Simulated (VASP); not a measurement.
Set up this calculation in VASP 6.6.1, as the native input.

```yaml
Task: single point
Functional: PBE
Potentials_or_basis: VASP PAW PBE potentials, release 64 (C)
Cutoff: 520 eV
k_mesh: 4 × 4 × 2
Occupations: gaussian, width 0.1 eV
Spin: no spin polarisation
Dipole_correction: no
Further_INCAR_settings: ALGO = Normal; EDIFF = 1e-07; NBANDS = 36
```

The structure of C lies in POSCAR:

```
C
1.0
    2.6964222464     -0.0006220990      2.6900962316
   -2.4468909272     -4.4738278612     -0.2368204548
    4.4036007686     -0.0066395832     -4.4473161849
C
12
Direct
    0.2283360831      0.5294914643      0.9257753852
    0.1933419318      0.4989891646      0.4178528028
    0.9490034471     -0.0295404227      0.5354103338
    0.9441097704      0.0010707227      0.0433922521
    0.5366622260      0.7812637359      0.4908839826
    0.6427125071      0.6864862839     -0.0374579038
    0.9504997352      0.2503638352      0.7303169892
    0.9287659443      0.2501742477      0.2303655268
    0.9391894186      0.2458466260      0.9659777130
    0.9432186622      0.2535707288      0.4942630027
    0.2064056582      0.8135442534      0.4990379286
    0.0051987361      0.7187393604     -0.0295400730
```

The input as run:

INCAR

```
PREC     = Accurate       # precision mode
ENCUT    = 520            # plane-wave cutoff, eV
EDIFF    = 1E-7           # SCF threshold, eV
ISMEAR   = 0              # smearing method
SIGMA    = 0.1            # smearing width, eV
LREAL    = False          # projectors in reciprocal space
LASPH    = True           # aspherical terms in the spheres
NELM     = 100            # most SCF steps
ALGO     = Normal         # electronic algorithm
ISIF     = 2              # what is computed and relaxed
LWAVE    = False          # write WAVECAR
LCHARG   = False          # write CHGCAR
GGA      = PE             # functional
NBANDS   = 36             # bands
```

KPOINTS

```
Automatic mesh
0
Gamma
  4 4 2
```

Potentials or basis: VASP PAW PBE potentials, release 64 (C).

The run is started by

```sh
$ cat potpaw_PBE.64/C/POTCAR > POTCAR
$ mpirun -np 1 vasp_std > vasp.out
```

It gave:

* Pressure: 0.4 GPa
* Largest force: 0.078 eV/Å
* Band gap on the k mesh: 0.76 eV (least direct gap 1.93 eV)

Caveat: the k points lie up to 0.53 Å⁻¹ apart.

It took 2.5 min on 1 thread of Intel Xeon 8259CL (shared host), peak memory 0.23 GiB.
